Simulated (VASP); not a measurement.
A run of VASP 6.6.1:

Contents of INCAR:

```
SYSTEM = Al2Cu
PREC = Accurate
ENCUT = 520
EDIFF = 1E-7
ISMEAR = 0
SIGMA = 0.15
LREAL = .False.
LASPH = .True.
NELM = 60
ALGO = Fast
ISIF = 2
LWAVE = .False.
LCHARG = .False.
GGA = PS
NBANDS = 16
```

KPOINTS

```
regular mesh
0
Gamma
  16 16 16
  0 0 0
```

The input POSCAR:

```
Al2Cu
1.0
   -2.0246315468      2.0246315468      2.8630136658
    2.0246315468     -2.0246315468      2.8630136658
    2.0246315468      2.0246315468     -2.8630136658
Al Cu
2 1
Direct
    0.7500000000      0.2561739629      0.5061739629
    0.2500000000      0.7438260371      0.4938260371
    0.5000000000      0.5000000000      0.0000000000
```

Potentials or basis: VASP PAW PBE potentials, release 64 (Al, Cu).

Launch:

```console
$ cat potpaw_PBE.64/Al/POTCAR potpaw_PBE.64/Cu/POTCAR > POTCAR
$ mpirun -np 1 vasp_std > vasp.out
```

Hardware: 1 thread of Intel(R) Xeon(R) Platinum 8259CL CPU @ 2.50GHz (Skylake/Cascade Lake), on a shared host.

Q: Estimate the wall time of this run.

A: Run time: 27 min on 1 thread of Intel(R) Xeon(R) Platinum 8259CL CPU @ 2.50GHz (Skylake/Cascade Lake) (shared host), peak memory 0.84 GiB. Counts: scf iterations 18, k points 1098.
